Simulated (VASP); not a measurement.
Set up this calculation in VASP 6.6.1, as the native input.

| Item | Value |
| --- | --- |
| Task | single point |
| Functional | PBE0 |
| Potentials or basis | VASP PAW PBE potentials, release 64 (Pt) |
| Cutoff | 520 eV |
| k mesh | 6 × 6 × 6 |
| Occupations | fermi-dirac, width 0.05 eV |
| Spin | no spin polarisation |
| Dipole correction | no |
| Grid for exact exchange (PRECFOCK) | Normal |
| Further INCAR settings | ALGO = Normal; EDIFF = 1e-07; NBANDS = 11 |
| Share of exact exchange | 0.25 |

The system is Pt.

```xyz
1
Lattice="-1.6051 1.6051 1.6051 1.6051 -1.6051 1.6051 1.6051 1.6051 -1.6051" Properties=species:S:1:pos:R:3 pbc="T T T"
Pt    0.0000    0.0000    0.0000
```

This isn't the form of Pt at room conditions, which is fcc.

One way to write it, as run:

POSCAR

```
Pt
1.0
   -1.6050673907      1.6050673907      1.6050673907
    1.6050673907     -1.6050673907      1.6050673907
    1.6050673907      1.6050673907     -1.6050673907
Pt
1
Direct
    0.0000000000      0.0000000000      0.0000000000
```

INCAR.step1

```
ALGO = Normal ; EDIFF = 1E-5
ENCUT = 520 ; GGA = PE
ISIF = 2 ; ISMEAR = -1
LASPH = T ; LCHARG = F
LREAL = F ; LWAVE = T
NBANDS = 11 ; NELM = 80
PREC = Accurate ; SIGMA = 0.05
```

INCAR.step2

```
AEXX = 0.25 ; ALGO = Normal
EDIFF = 1E-7 ; ENCUT = 520
GGA = PE ; ISIF = 2
ISMEAR = -1 ; ISTART = 1
LASPH = T ; LCHARG = F
LHFCALC = T ; LREAL = F
LWAVE = F ; NBANDS = 11
NELM = 80 ; PREC = Accurate
PRECFOCK = Normal ; SIGMA = 0.05
```

KPOINTS

```
k-points
0
Gamma
  6 6 6
```

Potentials or basis: VASP PAW PBE potentials, release 64 (Pt).

Launch:

```sh
$ cat potpaw_PBE.64/Pt/POTCAR > POTCAR
$ cp INCAR.step1 INCAR
$ mpirun -np 1 vasp_std > vasp.out
$ cp INCAR.step2 INCAR
$ mpirun -np 1 vasp_std > vasp.out
```

It gave:

```yaml
Pressure: -16.4 GPa
Band_gap_on_the_k_mesh: zero (bands 5 and 6 overlap by 3.30 eV)
```

Caveat: the k points lie up to 0.46 Å⁻¹ apart, too coarse for converged energies and pressures of a metal; the PAW data sets were made with another functional, which shifts forces and pressure a little; spin-orbit coupling is left out, which moves the levels of the heavy elements.

It took 14 min on 1 thread of Intel Xeon 8259CL, on a shared host, peak memory 0.15 GiB.
